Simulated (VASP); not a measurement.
# NbInS4 (P4/mmm) in VASP: notebook, part 2 of 2

VASP 6.6.1.

### Step 4. Relaxation of cell and atoms, PBE

This run uses another cell than the first one, of 17.18 Å³/atom.

Input file INCAR:

```
SYSTEM = NbInS4
  PREC = Accurate
  ENCUT = 600
  EDIFF = 1E-7
  ISMEAR = 0
  SIGMA = 0.1
  LREAL = .False.
  LASPH = .True.
  NELM = 60
  ALGO = Normal
  ISIF = 3
  LWAVE = .False.
  LCHARG = .False.
  GGA = PE
  IBRION = 2
  NSW = 90
  EDIFFG = -0.04
```

Input file KPOINTS:

```
regular mesh
0
Gamma
  6 6 2
  0 0 0
```

Input file POSCAR:

```
NbInS4
1.0
    3.3792550279      0.0000000000      0.0000000000
    0.0000000000      3.3792550279      0.0000000000
    0.0000000000      0.0000000000      9.0257022900
Nb In S
1 1 4
Direct
    0.5000000000      0.5000000000      0.5000000000
    0.0000000000      0.0000000000      0.0000000000
    0.0000000000      0.0000000000      0.6381970588
    0.5000000000      0.5000000000      0.1734029279
    0.5000000000      0.5000000000      0.8265970721
    0.0000000000      0.0000000000      0.3618029412
```

Potentials or basis: VASP PAW PBE potentials, release 64 (Nb_sv, In_d, S).

Started as:

```
> cat potpaw_PBE.64/Nb_sv/POTCAR potpaw_PBE.64/In_d/POTCAR potpaw_PBE.64/S/POTCAR > POTCAR
> mpirun -np 1 vasp_std > vasp.out
```

OUTCAR:

```text
SYSTEM = NbInS4
   PREC = Accurate
   ENCUT = 600
   EDIFF = 1E-7
   ISMEAR = 0
   LREAL = .False.
   LASPH = .True.
   NELM = 60
   ISIF = 3
   GGA = PE
   IBRION = 2
   NSW = 90
   EDIFFG = -0.04

 ion  position               nearest neighbor table
   1  0.500  0.500  0.500-   3 2.70   6 2.70   3 2.70   6 2.70   3 2.70   6 2.70   3 2.70   6 2.70

   2  0.000  0.000  0.000-   4 2.86   5 2.86   4 2.86   5 2.86   4 2.86   5 2.86   4 2.86   5 2.86
                             3 3.27   6 3.27
   3  0.000  0.000  0.638-   6 2.49   1 2.70   1 2.70   1 2.70   1 2.70   2 3.27
   4  0.500  0.500  0.173-   2 2.86   2 2.86   2 2.86   2 2.86
   5  0.500  0.500  0.827-   2 2.86   2 2.86   2 2.86   2 2.86
   6  0.000  0.000  0.362-   3 2.49   1 2.70   1 2.70   1 2.70   1 2.70   2 3.27

  LATTYP: Found a simple tetragonal cell.
 ALAT       =     3.3792550279
 C/A-ratio  =     2.6709148068

  Lattice vectors:

 A1 = (   3.3792550279,   0.0000000000,   0.0000000000)
 A2 = (   0.0000000000,   3.3792550279,   0.0000000000)
 A3 = (   0.0000000000,   0.0000000000,   9.0257022900)

Analysis of symmetry for initial positions (statically):
=====================================================================
 Subroutine PRICEL returns:
 Original cell was already a primitive cell.

 Routine SETGRP: Setting up the symmetry group for a
 simple tetragonal supercell.

 Subroutine GETGRP returns: Found 16 space group operations
 (whereof 16 operations were pure point group operations)
 out of a pool of 16 trial point group operations.

The static configuration has the point symmetry D_4h.

Analysis of symmetry for dynamics (positions and initial velocities):
=====================================================================
 Subroutine PRICEL returns:
 Original cell was already a primitive cell.

 Routine SETGRP: Setting up the symmetry group for a
 simple tetragonal supercell.

 Subroutine GETGRP returns: Found 16 space group operations
 (whereof 16 operations were pure point group operations)
 out of a pool of 16 trial point group operations.

The dynamic configuration has the point symmetry D_4h.

 Subroutine INISYM returns: Found 16 space group operations
[... 140 lines left out ...]
--------------------------------------- Ionic step        1  -------------------------------------------

 number of electron      49.9999992 magnetization

 Free energy of the ion-electron system (eV)
  ---------------------------------------------------
  ext. energy  EPLUGINS =         0.00000000
  ---------------------------------------------------
  free energy    TOTEN  =       -30.08912090 eV

  energy without entropy =      -30.07185032  energy(sigma->0) =      -30.08048561

------------------------ aborting loop because EDIFF is reached ----------------------------------------

  FORCE on cell =-STRESS in cart. coord.  units (eV):
  Direction    XX          YY          ZZ          XY          YZ          ZX
  --------------------------------------------------------------------------------------
  -------------------------------------------------------------------------------------
  Total       -0.0120211     -0.0120211      0.1703703      0.0000000      0.0000000     -0.0000000
  in kB       -0.1868674     -0.1868674      2.6483878      0.0000000      0.0000000     -0.0000000
  external PRESSURE =       0.7582177 kB  Pullay stress =       0.0000000 kB
[... 101 lines left out ...]
  FREE ENERGIE OF THE ION-ELECTRON SYSTEM (eV)
  ---------------------------------------------------
  free  energy   TOTEN  =       -30.1159128926 eV

  energy  without entropy=      -30.0991828387  energy(sigma->0) =      -30.10754787

 E-fermi :   5.7238     XC(G=0): -10.0617

 val. band max:        5.7196328289   @ k =   0.5000   0.3333   0.0000
 cond. band min:       5.8365741399   @ k =   0.5000   0.3333   0.0000
 fundamental gap:      0.1169413110
 Fermi energy:         5.7237614372

 k-point     1 :       0.0000    0.0000    0.0000
  band No.  band energies     occupation
      1     -49.5071      2.00000
      2     -25.6273      2.00000
      3     -25.3122      2.00000
      4     -25.3122      2.00000
      5      -9.2561      2.00000
      6      -8.9851      2.00000
[... 649 lines left out ...]
     29       8.6856      0.00000
     30       8.6856      0.00000

[... ionic steps 4 to 53 ...]

--------------------------------------- Ionic step       54  -------------------------------------------

 number of electron      50.0000010 magnetization

------------------------ aborting loop because EDIFF is reached ----------------------------------------
[... 75 lines left out ...]
--------------------------------------- Ionic step       56  -------------------------------------------

 number of electron      49.9999988 magnetization

 Free energy of the ion-electron system (eV)
  ---------------------------------------------------
  ext. energy  EPLUGINS =         0.00000000
  ---------------------------------------------------
  free energy    TOTEN  =       -30.63878087 eV

  energy without entropy =      -30.62122266  energy(sigma->0) =      -30.63000176

 E-fermi :   5.5027     XC(G=0):  -9.9321

 val. band max:        5.4972456815   @ k =   0.5000   0.3333   0.0000
 cond. band min:       5.6181393204   @ k =   0.5000   0.3333   0.0000
 fundamental gap:      0.1208936389
 Fermi energy:         5.5027436278

 k-point     1 :       0.0000    0.0000    0.0000
  band No.  band energies     occupation
      1     -49.7306      2.00000
      2     -25.8527      2.00000
      3     -25.5341      2.00000
      4     -25.5341      2.00000
      5      -9.4815      2.00000
      6      -9.2114      2.00000
[... 682 lines left out ...]
  FREE ENERGIE OF THE ION-ELECTRON SYSTEM (eV)
  ---------------------------------------------------
  free  energy   TOTEN  =       -30.6387808659 eV

  energy  without entropy=      -30.6212226600  energy(sigma->0) =      -30.63000176

 reached required accuracy - stopping structural energy minimisation
```

It took 28 min on 1 thread of Intel Xeon 6975P-C (Granite Rapids), shared host; peak memory 0.27 GiB.

What came out:

```
Free energy                           : -30.6388 eV
Relaxed volume                        : 21.07 Å³/atom
Relaxed cell                          : a = 3.119 Å, b = 3.119 Å, c = 12.999 Å, α = 90.00°, β = 90.00°, γ = 90.00°
Space group after relaxing (to 0.1 Å) : P4/mmm (No. 123)
Energy gained by relaxing             : 91.6 meV/atom
Ionic steps                           : 56
Pressure after relaxing               : -0.1 GPa
Largest force after relaxing          : 0.021 eV/Å
Band gap on the k mesh                : zero (bands 25 and 26 overlap by 1.11 eV)
```

Forces on the atoms (eV/Å):
```
Nb   0.000  0.000  0.000
In   0.000  0.000  0.000
S    0.000  0.000  0.021
S    0.000  0.000 -0.009
S    0.000  0.000  0.009
S    0.000  0.000 -0.021
```

The path:
```
step  energy change (eV)  largest force (eV/Å)  pressure (GPa)  volume (Å³)
   1              0.0000                0.3978            0.08       103.07
   3             -0.0268                0.1641            0.37       103.40
   5             -0.0657                0.2691           -2.59       106.88
   7             -0.0688                0.3571           -3.25       107.85
   9             -0.0800                0.4184           -3.42       108.28
  11             -0.1258                0.7716           -3.84       109.90
  13             -0.1347                0.9376           -3.85       110.41
  15             -0.1984                0.9993           -1.49       109.02
  17             -0.2184                0.8968           -0.54       108.44
  19             -0.2670                0.2904            2.31       106.55
  21             -0.2876                0.1705            0.78       107.87
  23             -0.3095                0.0532           -0.39       109.56
  25             -0.3314                0.2021            1.08       109.01
  27             -0.3365                0.4637            3.82       107.80
  29             -0.3495                0.3710            3.19       108.08
  31             -0.3551                0.3710            2.91       108.32
  33             -0.3672                0.4773            2.51       108.97
  35             -0.3992                0.5134            0.22       111.38
  37             -0.4021                0.5271           -0.67       112.39
  39             -0.4276                0.3691           -0.41       112.74
  41             -0.4463                0.4644            1.17       114.30
  43             -0.4727                0.2309            0.28       114.56
  45             -0.5102                0.6310           -0.71       122.18
  47             -0.5287                0.3318            0.06       120.16
  49             -0.5458                0.0419            0.18       122.63
  51             -0.5464                0.0643           -0.09       123.28
  53             -0.5481                0.0448            0.02       124.09
  55             -0.5492                0.0792            0.11       125.62
  56             -0.5497                0.0212           -0.08       126.44
```

Final structure:
```xyz
6
Lattice="3.1188 0.0000 0.0000 0.0000 3.1188 0.0000 0.0000 0.0000 12.9987" Properties=species:S:1:pos:R:3 pbc="T T T"
Nb    1.5594    1.5594    6.4994
In    0.0000    0.0000   12.9987
S     0.0000    3.1188    7.9469
S     1.5594    1.5594    1.6819
S     1.5594    1.5594   11.3168
S     0.0000    0.0000    5.0518
```

Caveat: the volume moved by over 15 % at a fixed basis, so the end points are rough; spin-orbit coupling is left out, which moves the levels of the heavy elements; this functional lacks dispersion, which binds the layers, so the pressure and a relaxed spacing across them are unreliable.

### Step 5. Overview

| task | spin | cell | k mesh | cutoff (eV) | gap on the mesh (eV) | pressure (GPa) | largest force (eV/Å) |
| --- | --- | --- | --- | --- | --- | --- | --- |
| single point | off | a = 3.118, b = 3.118, c = 13.074 Å, 6 atoms, atomic positions A | 6 × 6 × 2 | 520 | none | -0.1 | 0.02 |
| single point | collinear, zero start | a = 3.379, b = 3.379, c = 9.026 Å, 6 atoms, atomic positions B | 4 × 4 × 4 | 520 | none | -0.2 | 0.07 |
| relaxation of cell and atoms | off | relaxed from a = 3.379, b = 3.379, c = 9.026 Å, 6 atoms, atomic positions B | 6 × 6 × 2 | 600 | none | -0.1 | 0.02 |

Alike in all rows: level PBE; potentials or basis VASP PAW PBE potentials, release 64 (Nb_sv, In_d, S); smearing gaussian 0.1 eV.

Caveats: some runs use coarse meshes; spin-orbit coupling is left out, which moves the levels of the heavy elements; this functional lacks dispersion, which binds the layers, so the pressure and a relaxed spacing across them are unreliable (at least some runs); the volume moved by over 15 % at a fixed basis, so the end points are rough (at least some runs).

Total energies depend on the potentials used, so only differences within one code and one set of settings carry meaning.
